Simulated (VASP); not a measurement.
Wanted: the native input for a VASP 6.6.1 run.

```
Task                   : single point
Functional             : PBEsol
Potentials or basis    : VASP PAW PBE potentials, release 64 (Be)
Cutoff                 : 520 eV
k mesh                 : 24 × 24 × 14
Occupations            : gaussian, width 0.15 eV
Spin                   : no spin polarisation
Dipole correction      : no
Further INCAR settings : ALGO = Normal; EDIFF = 1e-06; NBANDS = 9
```

The structure of Be lies in POSCAR:

```
Be
1.0
    2.2650094551      0.0000000000      0.0000000000
   -1.1325047276      1.9615557279      0.0000000000
    0.0000000000      0.0000000000      3.7089270000
Be
2
Direct
    0.3333333333      0.6666666667      0.2500000000
    0.6666666667      0.3333333333      0.7500000000
```

This cell differs from its parent crystal: strain -0.015 along x and y, +0.030 along z.

The input as run:

INCAR

```
SYSTEM = Be
PREC = Accurate
ENCUT = 520
EDIFF = 1E-6
ISMEAR = 0
SIGMA = 0.15
LREAL = .False.
LASPH = .True.
NELM = 80
ALGO = Normal
ISIF = 2
LWAVE = .False.
LCHARG = .False.
GGA = PS
NBANDS = 9
```

KPOINTS

```
regular mesh
0
Gamma
  24 24 14
  0 0 0
```

Potentials or basis: VASP PAW PBE potentials, release 64 (Be).

Command:

```console
$ cat potpaw_PBE.64/Be/POTCAR > POTCAR
$ mpirun -np 1 vasp_std > vasp.out
```

It gave:

```
Pressure               : -5.6 GPa
Band gap on the k mesh : zero (bands 2 and 3 overlap by 1.77 eV)
```

Caveat: the cell differs from its parent crystal (strain -0.015 along x and y, +0.030 along z); the cell stands under tension; the PAW data sets were made with another functional, which shifts forces and pressure a little.

Run time: 18 s on 1 thread of AMD EPYC 9R45 96-Core Processor (Zen 5), with other jobs on the host, peak memory 0.14 GiB.
